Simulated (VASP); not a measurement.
A run of VASP 6.6.1:

INCAR

```
SYSTEM = CdS
PREC = Accurate
ENCUT = 600
EDIFF = 1E-6
ISMEAR = -1
SIGMA = 0.05
LREAL = .False.
LASPH = .True.
NELM = 80
ALGO = Normal
ISIF = 3
LWAVE = .False.
LCHARG = .False.
GGA = RP
IVDW = 12
IBRION = 2
NSW = 60
EDIFFG = -0.01
```

KPOINTS

```
Automatic mesh
0
Gamma
  8 8 8
  0 0 0
```

Contents of POSCAR:

```
CdS
1.0
    0.0000000000      2.9165000000      2.9165000000
    2.9165000000      0.0000000000      2.9165000000
    2.9165000000      2.9165000000      0.0000000000
Cd S
1 1
Direct
    0.0000000000      0.0000000000      0.0000000000
    0.7500000000      0.7500000000      0.7500000000
```

Potentials or basis: VASP PAW PBE potentials, release 64 (Cd, S).

Command:

```sh
$ cat potpaw_PBE.64/Cd/POTCAR potpaw_PBE.64/S/POTCAR > POTCAR
$ mpirun -np 1 vasp_std > vasp.out
```

Hardware: 1 thread of Intel Xeon 8259CL, with other jobs on the host.

**Question.** How long does it take, and how much memory?

**Answer.** It took 110 s on 1 thread of Intel Xeon 8259CL (shared host), peak memory 0.23 GiB. Counts: scf iterations 31, k points 29, ion steps 3.
